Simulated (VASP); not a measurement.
# NaI (Pm-3m) in VASP: notebook

The runs below take NaI through single point, with PBE.

All numbers are computed with VASP 6.6.1; they aren't measurements. Logs are shortened: lines on timing, memory, paths and dates and some standing lists are left out, and cuts for length are marked.

## 1. The cell of the first run

The structure is cubic, space group Pm-3m (No. 221). The conventional cell has a = 4.107 Å, b = 4.107 Å, c = 4.107 Å, α = 90.00°, β = 90.00°, γ = 90.00°. Na (site symmetry m-3m) has 8 I at 3.56 Å and 6 Na at 4.11 Å within 4.7 Å. I (site symmetry m-3m) has 8 Na at 3.56 Å and 6 I at 4.11 Å within 4.7 Å.

## 2. Single point, PBE (volume changed by +5%)

The input, INCAR:

```
ALGO     = Normal         # electronic algorithm
EDIFF    = 1E-6           # SCF threshold, eV
ENCUT    = 520            # plane-wave cutoff, eV
GGA      = PE             # functional
ISIF     = 2              # what is computed and relaxed
ISMEAR   = 0              # smearing method
LASPH    = T              # aspherical terms in the spheres
LCHARG   = F              # write CHGCAR
LREAL    = F              # projectors in reciprocal space
LWAVE    = F              # write WAVECAR
NBANDS   = 14             # bands
NELM     = 80             # most SCF steps
PREC     = Accurate       # precision mode
SIGMA    = 0.01           # smearing width, eV
```

The input, KPOINTS:

```
k-points
0
Gamma
  4 4 4
```

The input, POSCAR:

```
NaI
1.0
    4.1067866873      0.0000000000      0.0000000000
    0.0000000000      4.1067866873      0.0000000000
    0.0000000000      0.0000000000      4.1067866873
Na I
1 1
Direct
    0.0000000000      0.0000000000      0.0000000000
    0.5000000000      0.5000000000      0.5000000000
```

Potentials or basis: VASP PAW PBE potentials, release 64 (Na_pv, I).

Run with:

```console
cat potpaw_PBE.64/Na_pv/POTCAR potpaw_PBE.64/I/POTCAR > POTCAR
mpirun -np 1 vasp_std > vasp.out
```

OUTCAR:

```text
EDIFF = 1E-6
   ENCUT = 520
   GGA = PE
   ISIF = 2
   ISMEAR = 0
   LASPH = T
   LREAL = F
   NELM = 80
   PREC = Accurate

 ion  position               nearest neighbor table
   1  0.000  0.000  0.000-
   2  0.500  0.500  0.500-

  LATTYP: Found a simple cubic cell.
 ALAT       =     4.1067866873

  Lattice vectors:

 A1 = (   4.1067866873,   0.0000000000,   0.0000000000)
 A2 = (   0.0000000000,   4.1067866873,   0.0000000000)
 A3 = (   0.0000000000,   0.0000000000,   4.1067866873)

Analysis of symmetry for initial positions (statically):
=====================================================================
 Subroutine PRICEL returns:
 Original cell was already a primitive cell.

 Routine SETGRP: Setting up the symmetry group for a
 simple cubic supercell.

 Subroutine GETGRP returns: Found 48 space group operations
 (whereof 48 operations were pure point group operations)
 out of a pool of 48 trial point group operations.

The static configuration has the point symmetry O_h .

Analysis of symmetry for dynamics (positions and initial velocities):
=====================================================================
 Subroutine PRICEL returns:
 Original cell was already a primitive cell.

 Routine SETGRP: Setting up the symmetry group for a
 simple cubic supercell.

 Subroutine GETGRP returns: Found 48 space group operations
 (whereof 48 operations were pure point group operations)
 out of a pool of 48 trial point group operations.

The dynamic configuration has the point symmetry O_h .

 Subroutine INISYM returns: Found 48 space group operations
 (whereof 48 operations are pure point group operations),
 and found     1 'primitive' translations

----------------------------------------------------------------------------------------

                                     Primitive cell

  volume of cell :      69.2638

  direct lattice vectors                    reciprocal lattice vectors
     4.106786687  0.000000000  0.000000000     0.243499377  0.000000000  0.000000000
     0.000000000  4.106786687  0.000000000     0.000000000  0.243499377  0.000000000
     0.000000000  0.000000000  4.106786687     0.000000000  0.000000000  0.243499377

  length of vectors
     4.106786687  4.106786687  4.106786687     0.243499377  0.243499377  0.243499377

  position of ions in fractional coordinates (direct lattice)
     0.000000000  0.000000000  0.000000000
     0.500000000  0.500000000  0.500000000

  ion indices of the primitive-cell ions
   primitive index   ion index
                 1           1
                 2           2

----------------------------------------------------------------------------------------

 KPOINTS: k-points

Automatic generation of k-mesh.
 Grid dimensions read from file:
 generate k-points for:    4    4    4

 Generating k-lattice:

  Cartesian coordinates                     Fractional coordinates (reciprocal lattice)
     0.060874844  0.000000000  0.000000000     0.250000000  0.000000000  0.000000000
     0.000000000  0.060874844  0.000000000     0.000000000  0.250000000  0.000000000
     0.000000000  0.000000000  0.060874844     0.000000000  0.000000000  0.250000000

  Length of vectors
     0.060874844  0.060874844  0.060874844

  Shift w.r.t. Gamma in fractional coordinates (k-lattice)
     0.000000000  0.000000000  0.000000000

 Subroutine IBZKPT returns following result:
 ===========================================

 Found     10 irreducible k-points:

 Following reciprocal coordinates:
            Coordinates               Weight
  0.000000  0.000000  0.000000      1.000000
  0.250000  0.000000  0.000000      6.000000
  0.500000  0.000000  0.000000      3.000000
  0.250000  0.250000  0.000000     12.000000
  0.500000  0.250000  0.000000     12.000000
  0.500000  0.500000  0.000000      3.000000
  0.250000  0.250000  0.250000      8.000000
  0.500000  0.250000  0.250000     12.000000
  0.500000  0.500000  0.250000      6.000000
  0.500000  0.500000  0.500000      1.000000
   k-points           NKPTS =     10   k-points in BZ     NKDIM =     10   number of bands    NBANDS=     14
   number of dos      NEDOS =    301   number of ions     NIONS =      2
   total plane-waves  NPLWV =  32768
   dimension x,y,z NGX =    32 NGY =   32 NGZ =   32
   dimension x,y,z NGXF=    64 NGYF=   64 NGZF=   64
   ions per type =               1   1
   NGX,Y,Z   is equivalent  to a cutoff of  12.95, 12.95, 12.95 a.u.
   NGXF,Y,Z  is equivalent  to a cutoff of  25.91, 25.91, 25.91 a.u.
 SYSTEM =  unknown system
   PREC   = accura    normal or accurate (medium, high low for compatibility)
   ISTART =      0    job   : 0-new  1-cont  2-samecut
   ICHARG =      2    charge: 1-file 2-atom 10-const
   ISPIN  =      1    spin polarized calculation?
   LNONCOLLINEAR =      F non collinear calculations
   LSORBIT =      F    spin-orbit coupling
   LASPH  =      T    aspherical Exc in radial PAW
   ENCUT  =  520.0 eV  38.22 Ry    6.18 a.u.   7.64  7.64  7.64*2*pi/ulx,y,z
   NELM   =     80;   NELMIN=  2; NELMDL= -5     # of ELM steps
   EDIFF  = 0.1E-05   stopping-criterion for ELM
   LREAL  =      F    real-space projection
   EDIFFG = 0.1E-04   stopping-criterion for IOM
   NSW    =      0    number of steps for IOM
   IBRION =     -1    ionic relax: 0-MD 1-quasi-New 2-CG
   NFREE  =      0    steps in history (QN), initial steepest desc. (CG)
   ISIF   =      2    stress and relaxation
   ISYM   =      2    0-nonsym 1-usesym 2-fastsym
   POTIM  = 0.5000    time-step for ionic-motion
   TEBEG  =    0.0;   TEEND  =   0.0 temperature during run
   PSTRESS=    0.0 pullay stress
   NELECT =      14.0000    total number of electrons
   NUPDOWN=      -1.0000    fix difference up-down
   EMIN   =  10.00;   EMAX   =-10.00  energy-range for DOS
   EFERMI =   0.00;   METHOD = LEGACY
   ISMEAR =     0;   SIGMA  =   0.01  broadening in eV -4-tet -1-fermi 0-gaus
   EFERMI_NEDOS =   21; number of points for ismear=-14 and -15
   IALGO  =     38    algorithm
   IMIX   =      4    mixing-type and parameters
     AMIX     =   0.40;   BMIX     =  1.00
     AMIX_MAG =   1.60;   BMIX_MAG =  1.00
  volume/ion in A,a.u.               =      34.63       233.71
  Fermi-wavevector in a.u.,A,eV,Ry     =   0.960761  1.815575 12.559017  0.923062
  Thomas-Fermi vector in A             =   2.090074
   LORBIT       =      0    0 simple, 1 ext, 2 COOP (PROOUT), +10 PAW based schemes
   GGA     = PE    functional components
   LHFCALC =     F    Hartree Fock is set to
   AEXX    =    0.0000 exact exchange contribution
   IVDW    =     0    specifies the selected vdW correction
   LEPSILON=     F    determine dielectric tensor
   LRPA    =     F    only Hartree local field effects (RPA)
 non-spin polarized calculation
 Gauss-broadening in eV      SIGMA  =   0.01
  energy-cutoff  :      520.00
  volume of cell :       69.26
 maximum number of plane-waves:      1888
 NGX is ok and might be reduce to    32
   NGX = 15   NGY = 15   NGZ = 15

 number of electron      14.0000012 magnetization

 Free energy of the ion-electron system (eV)
  ---------------------------------------------------
  ext. energy  EPLUGINS =         0.00000000
  ---------------------------------------------------
  free energy    TOTEN  =        -5.05102037 eV

  energy without entropy =       -5.05102037  energy(sigma->0) =       -5.05102037

 E-fermi :   1.6357     XC(G=0):  -7.6708

 val. band max:        1.5759733558   @ k =   0.5000   0.5000   0.0000
 cond. band min:       3.7952277580   @ k =   0.0000   0.0000   0.0000
 fundamental gap:      2.2192544022
 Fermi energy:         1.6356888861

 k-point     1 :       0.0000    0.0000    0.0000
  band No.  band energies     occupation
      1     -22.1714      2.00000
      2     -22.1714      2.00000
      3     -22.1714      2.00000
      4     -10.0583      2.00000
      5       0.9820      2.00000
      6       0.9820      2.00000
      7       0.9820      2.00000
      8       3.7952      0.00000
      9       7.2599      0.00000
     10       7.2599      0.00000
     11      12.4952      0.00000
     12      12.4952      0.00000
     13      12.4952      0.00000
     14      13.3004      0.00000

 k-point     2 :       0.2500    0.0000    0.0000
  band No.  band energies     occupation
      1     -22.1747      2.00000
      2     -22.1711      2.00000
      3     -22.1711      2.00000
      4      -9.9206      2.00000
      5      -0.4920      2.00000
      6       1.1257      2.00000
      7       1.1257      2.00000
      8       4.9679      0.00000
      9       7.7446      0.00000
     10       8.3958      0.00000
     11      10.4705      0.00000
     12      10.4705      0.00000
     13      11.6124      0.00000
     14      12.3307      0.00000

 k-point     3 :       0.5000    0.0000    0.0000
  band No.  band energies     occupation
      1     -22.1780      2.00000
      2     -22.1708      2.00000
      3     -22.1708      2.00000
      4      -9.7709      2.00000
      5      -1.4518      2.00000
      6       1.2824      2.00000
      7       1.2824      2.00000
      8       6.1476      0.00000
      9       7.6379      0.00000
     10       8.6836      0.00000
     11       9.4298      0.00000
     12       9.4298      0.00000
     13      10.3396      0.00000
     14      14.3406      0.00000
[... 86 lines left out ...]
 k-point     9 :       0.5000    0.5000    0.2500
  band No.  band energies     occupation
      1     -22.1766      2.00000
      2     -22.1766      2.00000
      3     -22.1733      2.00000
      4      -9.4073      2.00000
      5      -0.6035      2.00000
      6      -0.6035      2.00000
      7       0.4754      2.00000
      8       4.9419      0.00000
      9       7.0404      0.00000
     10       7.0404      0.00000
     11       9.8504      0.00000
     12      10.9928      0.00000
     13      13.4699      0.00000
     14      13.4699      0.00000

 k-point    10 :       0.5000    0.5000    0.5000
  band No.  band energies     occupation
      1     -22.1762      2.00000
      2     -22.1762      2.00000
      3     -22.1762      2.00000
      4      -9.2835      2.00000
      5      -0.3560      2.00000
      6      -0.3560      2.00000
      7      -0.3560      2.00000
      8       5.8316      0.00000
      9       5.8316      0.00000
     10       5.8316      0.00000
     11       7.9698      0.00000
     12      14.7520      0.00000
     13      14.7520      0.00000
     14      14.7520      0.00000

------------------------ aborting loop because EDIFF is reached ----------------------------------------

  FORCE on cell =-STRESS in cart. coord.  units (eV):
  Direction    XX          YY          ZZ          XY          YZ          ZX
  --------------------------------------------------------------------------------------
  -------------------------------------------------------------------------------------
  Total       -0.1406516     -0.1406516     -0.1406516      0.0000000      0.0000000     -0.0000000
  in kB       -3.2534856     -3.2534856     -3.2534856      0.0000000      0.0000000     -0.0000000
  external PRESSURE =      -3.2534856 kB  Pullay stress =       0.0000000 kB

 VOLUME and BASIS-vectors are now :
 -----------------------------------------------------------------------------
  energy-cutoff  :      520.00
  volume of cell :       69.26
      direct lattice vectors                 reciprocal lattice vectors
     4.106786687  0.000000000  0.000000000     0.243499377  0.000000000  0.000000000
     0.000000000  4.106786687  0.000000000     0.000000000  0.243499377  0.000000000
     0.000000000  0.000000000  4.106786687     0.000000000  0.000000000  0.243499377

 POSITION                                       TOTAL-FORCE (eV/Angst)
 -----------------------------------------------------------------------------------
      0.00000      0.00000      0.00000         0.000000      0.000000      0.000000
      2.05339      2.05339      2.05339         0.000000      0.000000      0.000000
 -----------------------------------------------------------------------------------
    total drift:                                0.000000     -0.000000     -0.000000

  FREE ENERGIE OF THE ION-ELECTRON SYSTEM (eV)
  ---------------------------------------------------
  free  energy   TOTEN  =        -5.0510203679 eV

  energy  without entropy=       -5.0510203679  energy(sigma->0) =       -5.05102037
```

It took 4.5 s on 1 thread of Intel Xeon 6975P-C (Granite Rapids), shared host; peak memory 0.17 GiB.

What came out:

- Free energy: -5.0510 eV
- Pressure: -0.3 GPa
- Band gap on the k mesh: 2.22 eV, indirect (least direct gap 2.81 eV)

Levels at points of the mesh, in eV from the valence-band top:
| k point | band 5 | band 6 | band 7 | band 8 | band 9 | band 10 |
| --- | --- | --- | --- | --- | --- | --- |
| (0.00, 0.00, 0.00) | -0.59 | -0.59 | -0.59 | 2.22 | 5.68 | 5.68 |
| (0.50, 0.00, 0.00) | -3.03 | -0.29 | -0.29 | 4.57 | 6.06 | 7.11 |
| (0.50, 0.50, 0.00) | -2.39 | -2.39 | 0.00 | 2.86 | 6.96 | 8.08 |
| (0.50, 0.50, 0.50) | -1.93 | -1.93 | -1.93 | 4.26 | 4.26 | 4.26 |

Caveat: spin-orbit coupling is left out, which moves the levels of the heavy elements.

## 3. Single point, PBE (volume changed by +10%)

The input, INCAR:

```
SYSTEM = NaI
ALGO = Normal
EDIFF = 1E-6
ENCUT = 520
GGA = PE
ISIF = 2
ISMEAR = 0
LASPH = .TRUE.
LCHARG = .TRUE.
LELF = .TRUE.
LREAL = .FALSE.
LVHAR = .TRUE.
LWAVE = .FALSE.
NBANDS = 14
NELM = 80
PREC = Accurate
SIGMA = 0.01
```

The input, KPOINTS:

```
k-points
0
G
  4 4 4
  0 0 0
```

The input, POSCAR:

```
NaI
1.0
    4.1709655956      0.0000000000      0.0000000000
    0.0000000000      4.1709655956      0.0000000000
    0.0000000000      0.0000000000      4.1709655956
Na I
1 1
Direct
    0.0000000000      0.0000000000      0.0000000000
    0.5000000000      0.5000000000      0.5000000000
```

Potentials or basis: VASP PAW PBE potentials, release 64 (Na_pv, I).

Run with:

```console
cat potpaw_PBE.64/Na_pv/POTCAR potpaw_PBE.64/I/POTCAR > POTCAR
mpirun -np 1 vasp_std > vasp.out
```

OUTCAR:

```text
SYSTEM = NaI
   EDIFF = 1E-6
   ENCUT = 520
   GGA = PE
   ISIF = 2
   ISMEAR = 0
   LASPH = .TRUE.
   LREAL = .FALSE.
   NELM = 80
   PREC = Accurate

 ion  position               nearest neighbor table
   1  0.000  0.000  0.000-
   2  0.500  0.500  0.500-

  LATTYP: Found a simple cubic cell.
 ALAT       =     4.1709655956

  Lattice vectors:

 A1 = (   4.1709655956,   0.0000000000,   0.0000000000)
 A2 = (   0.0000000000,   4.1709655956,   0.0000000000)
 A3 = (   0.0000000000,   0.0000000000,   4.1709655956)

Analysis of symmetry for initial positions (statically):
=====================================================================
 Subroutine PRICEL returns:
 Original cell was already a primitive cell.

 Routine SETGRP: Setting up the symmetry group for a
 simple cubic supercell.

 Subroutine GETGRP returns: Found 48 space group operations
 (whereof 48 operations were pure point group operations)
 out of a pool of 48 trial point group operations.

The static configuration has the point symmetry O_h .
[... 156 lines left out ...]
      1     -22.5468      2.00000
      2     -22.5468      2.00000
      3     -22.5468      2.00000
      4     -10.2460      2.00000
      5       0.6855      2.00000
      6       0.6855      2.00000
      7       0.6855      2.00000
      8       3.3903      0.00000
      9       6.9975      0.00000
     10       6.9975      0.00000
     11      11.8891      0.00000
     12      11.8891      0.00000
     13      11.8891      0.00000
     14      12.8165      0.00000
[... 139 lines left out ...]
      1     -22.5507      2.00000
      2     -22.5507      2.00000
      3     -22.5507      2.00000
      4      -9.5667      2.00000
      5      -0.5534      2.00000
      6      -0.5534      2.00000
      7      -0.5534      2.00000
      8       5.5571      0.00000
      9       5.5571      0.00000
     10       5.5571      0.00000
     11       7.4824      0.00000
     12      14.0294      0.00000
     13      14.0294      0.00000
     14      14.0294      0.00000

------------------------ aborting loop because EDIFF is reached ----------------------------------------

  FORCE on cell =-STRESS in cart. coord.  units (eV):
  Direction    XX          YY          ZZ          XY          YZ          ZX
  --------------------------------------------------------------------------------------
  -------------------------------------------------------------------------------------
  Total       -0.4256517     -0.4256517     -0.4256517     -0.0000000     -0.0000000      0.0000000
  in kB       -9.3984268     -9.3984268     -9.3984268     -0.0000000     -0.0000000      0.0000000
  external PRESSURE =      -9.3984268 kB  Pullay stress =       0.0000000 kB

 VOLUME and BASIS-vectors are now :
 -----------------------------------------------------------------------------
  energy-cutoff  :      520.00
  volume of cell :       72.56
      direct lattice vectors                 reciprocal lattice vectors
     4.170965596  0.000000000  0.000000000     0.239752637  0.000000000  0.000000000
     0.000000000  4.170965596  0.000000000     0.000000000  0.239752637  0.000000000
     0.000000000  0.000000000  4.170965596     0.000000000  0.000000000  0.239752637

 POSITION                                       TOTAL-FORCE (eV/Angst)
 -----------------------------------------------------------------------------------
      0.00000      0.00000      0.00000         0.000000      0.000000      0.000000
      2.08548      2.08548      2.08548         0.000000      0.000000      0.000000
 -----------------------------------------------------------------------------------
    total drift:                                0.000000     -0.000000     -0.000000

  FREE ENERGIE OF THE ION-ELECTRON SYSTEM (eV)
  ---------------------------------------------------
  free  energy   TOTEN  =        -5.0378865024 eV

  energy  without entropy=       -5.0378865024  energy(sigma->0) =       -5.03788650
```

stdout:

```text
POSCAR found type information on POSCAR NaI
 POSCAR found :  2 types and       2 ions
 scaLAPACK will be used
 LDA part: xc-table for (Slater+PW92), standard interpolation
 POSCAR, INCAR and KPOINTS ok, starting setup
 FFT: planning ... GRIDC
 FFT: planning ... GRID_SOFT
 FFT: planning ... GRID
 WAVECAR not read
 entering main loop
```

Run time: 6.3 s. Hardware: 1 thread of Intel Xeon 6975P-C (Granite Rapids), shared host; peak memory 0.17 GiB.

Results:

```
Free energy            : -5.0379 eV
Pressure               : -0.9 GPa
Band gap on the k mesh : 2.16 eV, indirect (least direct gap 2.70 eV)
```

Caveat: spin-orbit coupling is left out, which moves the levels of the heavy elements.
